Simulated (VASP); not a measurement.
# GeCN2 (R-3m) in VASP: a series of runs

The runs below take GeCN2 through single point, with LDA, RPBE, PBE, r2SCAN.

Program: VASP 6.6.1. These are calculated values, not measurements. Logs are shortened: lines on timing, memory, paths and dates and some standing lists are left out, and cuts for length are marked.

### 1 The cell of the first run

It takes space group R-3m (No. 166, trigonal). Conventional cell: a = 3.588 Å, b = 3.588 Å, c = 14.766 Å, α = 90.00°, β = 90.00°, γ = 120.00°. Ge (site symmetry -3m) has 6 N at 2.40 Å within 3.2 Å. C (site symmetry -3m) has 2 N at 1.24 Å within 1.7 Å. N (site symmetry 3m) has 1 C at 1.24 Å within 1.7 Å.

### 2 Single point, LDA

The input, INCAR:

```
SYSTEM = GeCN2
PREC     = Accurate       ! precision mode
ENCUT    = 520            ! plane-wave cutoff, eV
EDIFF    = 1E-6           ! SCF threshold, eV
ISMEAR   = 0              ! smearing method
SIGMA    = 0.01           ! smearing width, eV
LREAL    = .FALSE.        ! projectors in reciprocal space
LASPH    = .TRUE.         ! aspherical terms in the spheres
NELM     = 100            ! most SCF steps
ALGO     = Normal         ! electronic algorithm
ISIF     = 2              ! what is computed and relaxed
LWAVE    = .FALSE.        ! write WAVECAR
LCHARG   = .FALSE.        ! write CHGCAR
GGA      = CA             ! functional
NBANDS   = 22             ! bands
```

The input, KPOINTS:

```
Automatic mesh
0
G
  6 6 6
  0 0 0
```

The input, POSCAR:

```
GeCN2
1.0
    1.7937903700      1.0356453500      4.9219572100
   -1.7937903700      1.0356453500      4.9219572100
    0.0000000000     -2.0712907100      4.9219572100
Ge C N
1 1 2
Direct
    0.0000000000      0.0000000000      0.0000000000
    0.5000000000      0.5000000000      0.5000000000
    0.4160956000      0.4160956000      0.4160956000
    0.5839044000      0.5839044000      0.5839044000
```

Potentials or basis: VASP PAW LDA potentials, release 64 (Ge_d, C, N).

Launch:

```
$ cat potpaw_LDA.64/Ge_d/POTCAR potpaw_LDA.64/C/POTCAR potpaw_LDA.64/N/POTCAR > POTCAR
$ mpirun -np 1 vasp_std > vasp.out
```

OUTCAR:

```text
SYSTEM = GeCN2
   PREC = Accurate
   ENCUT = 520
   EDIFF = 1E-6
   ISMEAR = 0
   LREAL = .FALSE.
   LASPH = .TRUE.
   NELM = 100
   ISIF = 2
   GGA = CA

 ion  position               nearest neighbor table
   1  0.000  0.000  0.000-
   2  0.500  0.500  0.500-   3 1.24   4 1.24
   3  0.416  0.416  0.416-   2 1.24
   4  0.584  0.584  0.584-   2 1.24

  LATTYP: Found a trigonal (rhomboedric) cell.
 ALAT       =     5.3400288351
 COS(alpha) =     0.7743235883

  Lattice vectors:

 A1 = (   1.7937903700,   1.0356453500,   4.9219572100)
 A2 = (  -1.7937903700,   1.0356453500,   4.9219572100)
 A3 = (   0.0000000000,  -2.0712907100,   4.9219572100)

Analysis of symmetry for initial positions (statically):
=====================================================================
 Subroutine PRICEL returns:
 Original cell was already a primitive cell.

 Routine SETGRP: Setting up the symmetry group for a
 trigonal (rhombohedral) supercell.

 Subroutine GETGRP returns: Found 12 space group operations
 (whereof 12 operations were pure point group operations)
 out of a pool of 12 trial point group operations.

The static configuration has the point symmetry D_3d.

Analysis of symmetry for dynamics (positions and initial velocities):
=====================================================================
 Subroutine PRICEL returns:
 Original cell was already a primitive cell.

 Routine SETGRP: Setting up the symmetry group for a
 trigonal (rhombohedral) supercell.

 Subroutine GETGRP returns: Found 12 space group operations
 (whereof 12 operations were pure point group operations)
 out of a pool of 12 trial point group operations.

The dynamic configuration has the point symmetry D_3d.

 Subroutine INISYM returns: Found 12 space group operations
 (whereof 12 operations are pure point group operations),
 and found     1 'primitive' translations

----------------------------------------------------------------------------------------

                                     Primitive cell

  volume of cell :      54.8620

  direct lattice vectors                    reciprocal lattice vectors
[... 86 lines left out ...]
   LNONCOLLINEAR =      F non collinear calculations
   LSORBIT =      F    spin-orbit coupling
   LASPH  =      T    aspherical Exc in radial PAW
   ENCUT  =  520.0 eV  38.22 Ry    6.18 a.u.   9.93  9.93  9.93*2*pi/ulx,y,z
   NELM   =    100;   NELMIN=  2; NELMDL= -5     # of ELM steps
   EDIFF  = 0.1E-05   stopping-criterion for ELM
   LREAL  =      F    real-space projection
   EDIFFG = 0.1E-04   stopping-criterion for IOM
   NSW    =      0    number of steps for IOM
   IBRION =     -1    ionic relax: 0-MD 1-quasi-New 2-CG
   NFREE  =      0    steps in history (QN), initial steepest desc. (CG)
   ISIF   =      2    stress and relaxation
   ISYM   =      2    0-nonsym 1-usesym 2-fastsym
   POTIM  = 0.5000    time-step for ionic-motion
   TEBEG  =    0.0;   TEEND  =   0.0 temperature during run
   PSTRESS=    0.0 pullay stress
   NELECT =      28.0000    total number of electrons
   NUPDOWN=      -1.0000    fix difference up-down
   EMIN   =  10.00;   EMAX   =-10.00  energy-range for DOS
   EFERMI =   0.00;   METHOD = LEGACY
   ISMEAR =     0;   SIGMA  =   0.01  broadening in eV -4-tet -1-fermi 0-gaus
   EFERMI_NEDOS =   21; number of points for ismear=-14 and -15
   IALGO  =     38    algorithm
   IMIX   =      4    mixing-type and parameters
     AMIX     =   0.40;   BMIX     =  1.00
     AMIX_MAG =   1.60;   BMIX_MAG =  1.00
  volume/ion in A,a.u.               =      13.72        92.56
  Fermi-wavevector in a.u.,A,eV,Ry     =   1.308289  2.472307 23.287992  1.711619
  Thomas-Fermi vector in A             =   2.438966
   LORBIT       =      0    0 simple, 1 ext, 2 COOP (PROOUT), +10 PAW based schemes
   GGA     = CA    functional components
   LHFCALC =     F    Hartree Fock is set to
   AEXX    =    0.0000 exact exchange contribution
   IVDW    =     0    specifies the selected vdW correction
   LEPSILON=     F    determine dielectric tensor
   LRPA    =     F    only Hartree local field effects (RPA)
 non-spin polarized calculation
 Gauss-broadening in eV      SIGMA  =   0.01
  energy-cutoff  :      520.00
  volume of cell :       54.86
 maximum number of plane-waves:      1503
   NGX = 19   NGY = 19   NGZ = 19

 number of electron      28.0000007 magnetization

 Free energy of the ion-electron system (eV)
  ---------------------------------------------------
  ext. energy  EPLUGINS =         0.00000000
  ---------------------------------------------------
  free energy    TOTEN  =       -32.16483291 eV

  energy without entropy =      -32.16483291  energy(sigma->0) =      -32.16483291

 E-fermi :   3.3101     XC(G=0): -10.1867

 val. band max:        3.2495987383   @ k =   0.5000   0.5000   0.1667
 cond. band min:       4.1238694392   @ k =   0.5000   0.5000   0.5000
 fundamental gap:      0.8742707009
 Fermi energy:         3.3101133332

 k-point     1 :       0.0000    0.0000    0.0000
  band No.  band energies     occupation
      1     -21.5190      2.00000
      2     -21.5148      2.00000
      3     -21.5148      2.00000
      4     -21.5059      2.00000
      5     -21.5059      2.00000
      6     -15.7714      2.00000
[... 589 lines left out ...]
     21      12.9218      0.00000
     22      13.8373      0.00000

 [... further k-points ...]

------------------------ aborting loop because EDIFF is reached ----------------------------------------

  FORCE on cell =-STRESS in cart. coord.  units (eV):
  Direction    XX          YY          ZZ          XY          YZ          ZX
  --------------------------------------------------------------------------------------
  -------------------------------------------------------------------------------------
  Total       -1.9326521     -1.9326521     -2.7146037      0.0000000      0.0000000      0.0000000
  in kB      -56.4407066    -56.4407066    -79.2766318      0.0000000      0.0000001      0.0000000
  external PRESSURE =     -64.0526817 kB  Pullay stress =       0.0000000 kB

 VOLUME and BASIS-vectors are now :
 -----------------------------------------------------------------------------
  energy-cutoff  :      520.00
  volume of cell :       54.86
      direct lattice vectors                 reciprocal lattice vectors
     1.793790370  1.035645350  4.921957210     0.278739371  0.160930251  0.067723737
    -1.793790370  1.035645350  4.921957210    -0.278739371  0.160930251  0.067723737
     0.000000000 -2.071290710  4.921957210     0.000000000 -0.321860502  0.067723736

 POSITION                                       TOTAL-FORCE (eV/Angst)
 -----------------------------------------------------------------------------------
      0.00000      0.00000      0.00000        -0.000000      0.000000      0.000000
      0.00000     -0.00000      7.38294         0.000000      0.000000      0.000000
      0.00000     -0.00000      6.14401        -0.000000     -0.000000      0.188472
      0.00000     -0.00000      8.62186        -0.000000      0.000000     -0.188472
 -----------------------------------------------------------------------------------
    total drift:                               -0.000000      0.000000     -0.000000

  FREE ENERGIE OF THE ION-ELECTRON SYSTEM (eV)
  ---------------------------------------------------
  free  energy   TOTEN  =       -32.1648329121 eV

  energy  without entropy=      -32.1648329121  energy(sigma->0) =      -32.16483291
```

It took 48 s on 1 thread of Intel Xeon Platinum 8259CL at 2.50GHz (Skylake/Cascade Lake), shared host; peak memory 0.22 GiB.

Results:

```
Free energy            : -32.1648 eV
Pressure               : -6.4 GPa
Largest force          : 0.188 eV/Å
Band gap on the k mesh : 0.87 eV, indirect (least direct gap 1.88 eV)
```

Forces on the atoms (eV/Å):
```
Ge   0.000  0.000  0.000
C    0.000  0.000  0.000
N    0.000  0.000  0.188
N    0.000  0.000 -0.188
```

### 3 Single point, RPBE

The input, INCAR:

```
SYSTEM = GeCN2
PREC = Accurate
ENCUT = 520
EDIFF = 1E-6
ISMEAR = 0
SIGMA = 0.01
LREAL = .FALSE.
LASPH = .TRUE.
NELM = 80
ALGO = Normal
ISIF = 2
LWAVE = .FALSE.
LCHARG = .FALSE.
GGA = RP
NBANDS = 22
```

KPOINTS is that of step 2.

POSCAR is that of step 2.

Potentials or basis: VASP PAW PBE potentials, release 64 (Ge_d, C, N).

Launch:

```
$ cat potpaw_PBE.64/Ge_d/POTCAR potpaw_PBE.64/C/POTCAR potpaw_PBE.64/N/POTCAR > POTCAR
$ mpirun -np 1 vasp_std > vasp.out
```

Wall time 56 s (1 thread of Intel Xeon Platinum 8259CL at 2.50GHz (Skylake/Cascade Lake), shared host); peak memory 0.25 GiB.

It converged, with:

| Property | Result |
| --- | --- |
| Free energy | -27.7008 eV |
| Pressure | 3.1 GPa |
| Largest force | 0.255 eV/Å |
| Band gap on the k mesh | 1.17 eV, indirect (least direct gap 2.03 eV) |

Forces in eV/Å, atoms in the order of the input:
```
Ge   0.000  0.000  0.000
C    0.000  0.000  0.000
N    0.000  0.000 -0.255
N    0.000  0.000  0.255
```

Stress tensor (GPa, compression positive):
```
2.41 0.00 0.00
0.00 2.41 0.00
0.00 0.00 4.41
```

Levels at points of the mesh, in eV from the valence-band top:
```
           k point  band 12  band 13  band 14  band 15  band 16  band 17
(0.00, 0.00, 0.00)    -2.17    -1.95    -1.95     2.54     3.24     3.24
(0.50, 0.00, 0.00)    -3.90    -3.30    -3.24     2.90     5.09     5.22
(0.50, 0.50, 0.00)    -5.86    -1.80     0.00     2.03     2.09     4.01
(0.50, 0.50, 0.50)    -2.04    -2.04    -1.16     1.17     4.79     4.79
```

Caveat: the PAW data sets were made with another functional, which shifts forces and pressure a little. A k mesh can miss the band edges.

### 4 Single point, PBE

The input, INCAR:

```
SYSTEM = GeCN2
ALGO     = Normal         ! electronic algorithm
EDIFF    = 1E-7           ! SCF threshold, eV
ENCUT    = 520            ! plane-wave cutoff, eV
GGA      = PE             ! functional
ISIF     = 2              ! what is computed and relaxed
ISMEAR   = 0              ! smearing method
LASPH    = .True.         ! aspherical terms in the spheres
LCHARG   = .False.        ! write CHGCAR
LREAL    = .False.        ! projectors in reciprocal space
LWAVE    = .False.        ! write WAVECAR
NBANDS   = 22             ! bands
NELM     = 100            ! most SCF steps
PREC     = Accurate       ! precision mode
SIGMA    = 0.01           ! smearing width, eV
```

The input, KPOINTS:

```
k-points
0
Gamma
  6 6 6
  0 0 0
```

POSCAR is that of step 3.

Launch:

```
$ cat potpaw_PBE.64/Ge_d/POTCAR potpaw_PBE.64/C/POTCAR potpaw_PBE.64/N/POTCAR > POTCAR
$ mpirun -np 1 vasp_std > vasp.out
```

It took 65 s on 1 thread of Intel Xeon Platinum 8259CL at 2.50GHz (Skylake/Cascade Lake), shared host; peak memory 0.25 GiB.

The run converged. Its results:

* Free energy: -29.1648 eV
* Pressure: 0.2 GPa
* Largest force: 0.072 eV/Å
* Band gap on the k mesh: 1.04 eV, indirect (least direct gap 2.04 eV)

Forces in eV/Å, atoms in the order of the input:
```
Ge   0.000  0.000  0.000
C    0.000  0.000  0.000
N    0.000  0.000 -0.072
N    0.000  0.000  0.072
```

Stress tensor (GPa, compression positive):
```
0.02 0.00 0.00
0.00 0.02 0.00
0.00 0.00 0.47
```

Levels at points of the mesh, in eV from the valence-band top:
| k point | band 12 | band 13 | band 14 | band 15 | band 16 | band 17 |
| --- | --- | --- | --- | --- | --- | --- |
| (0.00, 0.00, 0.00) | -2.15 | -1.91 | -1.91 | 2.50 | 3.24 | 3.24 |
| (0.50, 0.00, 0.00) | -3.88 | -3.30 | -3.22 | 2.84 | 5.03 | 5.20 |
| (0.50, 0.50, 0.00) | -5.79 | -1.77 | -0.01 | 2.03 | 2.09 | 3.99 |
| (0.50, 0.50, 0.50) | -2.00 | -2.00 | -1.14 | 1.04 | 4.77 | 4.77 |

A k mesh can miss the band edges.

### 5 Single point, r2SCAN

POSCAR is that of step 4.

The input, INCAR.step1:

```
SYSTEM = GeCN2
PREC = Accurate
ENCUT = 520
ISMEAR = 0
SIGMA = 0.01
LREAL = .FALSE.
LASPH = .TRUE.
NELM = 60
NBANDS = 22
GGA = PE
ALGO = Normal
EDIFF = 1E-4
LWAVE = .TRUE.
LCHARG = .FALSE.
```

The input, INCAR.step2:

```
SYSTEM = GeCN2
PREC = Accurate
ENCUT = 520
EDIFF = 1E-7
ISMEAR = 0
SIGMA = 0.01
LREAL = .FALSE.
LASPH = .TRUE.
NELM = 60
ALGO = Normal
ISIF = 2
LWAVE = .FALSE.
LCHARG = .FALSE.
METAGGA = R2SCAN
LMIXTAU = .TRUE.
NBANDS = 22
ISTART = 1
```

The input, KPOINTS:

```
regular mesh
0
G
  6 6 6
  0 0 0
```

Launch:

```
$ cat potpaw_PBE.64/Ge_d/POTCAR potpaw_PBE.64/C/POTCAR potpaw_PBE.64/N/POTCAR > POTCAR
$ cp INCAR.step1 INCAR
$ mpirun -np 1 vasp_std > vasp.out
$ cp INCAR.step2 INCAR
$ mpirun -np 1 vasp_std > vasp.out
```

Wall time 3.9 min (1 thread of Intel Xeon Platinum 8259CL at 2.50GHz (Skylake/Cascade Lake), shared host); peak memory 0.27 GiB.

It converged, with:

| Item | Value |
| --- | --- |
| Free energy | -40.6294 eV |
| Pressure | -3.0 GPa |
| Largest force | 0.292 eV/Å |
| Band gap on the k mesh | 1.14 eV, indirect (least direct gap 2.21 eV) |

Forces on the atoms (eV/Å):
```
Ge   0.000  0.000  0.000
C    0.000  0.000  0.000
N    0.000  0.000  0.292
N    0.000  0.000 -0.292
```

Stress tensor (GPa, compression positive):
```
-2.14  0.00  0.00
 0.00 -2.14  0.00
 0.00  0.00 -4.62
```

Levels at points of the mesh, in eV from the valence-band top:
| k point | band 11 | band 12 | band 13 | band 14 | band 15 | band 16 | band 17 | band 18 |
| --- | --- | --- | --- | --- | --- | --- | --- | --- |
| (0.00, 0.00, 0.00) | -5.53 | -2.29 | -2.10 | -2.10 | 2.64 | 3.43 | 3.43 | 5.28 |
| (0.50, 0.00, 0.00) | -5.69 | -4.14 | -3.44 | -3.43 | 2.99 | 5.34 | 5.50 | 5.91 |
| (0.50, 0.50, 0.00) | -6.24 | -6.18 | -1.95 | -0.01 | 2.20 | 2.25 | 4.21 | 6.77 |
| (0.50, 0.50, 0.50) | -5.52 | -2.20 | -2.20 | -1.21 | 1.14 | 5.02 | 5.02 | 5.31 |

Caveat: the PAW data sets were made with another functional, which shifts forces and pressure a little. A k mesh can miss the band edges.

### 6 Summary

```tsv
level	potentials or basis	gap on the mesh (eV)	pressure (GPa)	largest force (eV/Å)
LDA	VASP PAW LDA potentials, release 64 (Ge_d, C, N)	0.87	-6.4	0.19
RPBE	VASP PAW PBE potentials, release 64 (Ge_d, C, N)	1.17	3.1	0.25
PBE	VASP PAW PBE potentials, release 64 (Ge_d, C, N)	1.04	0.2	0.07
r2SCAN	VASP PAW PBE potentials, release 64 (Ge_d, C, N)	1.14	-3.0	0.29
```

Alike in all rows: task single point; no spin polarisation; cell as given; k mesh 6 × 6 × 6; cutoff (eV) 520; smearing gaussian 0.01 eV.

Caveats: the PAW data sets were made with another functional, which shifts forces and pressure a little (some runs).

Absolute energies hang on the potentials; compare differences alone.
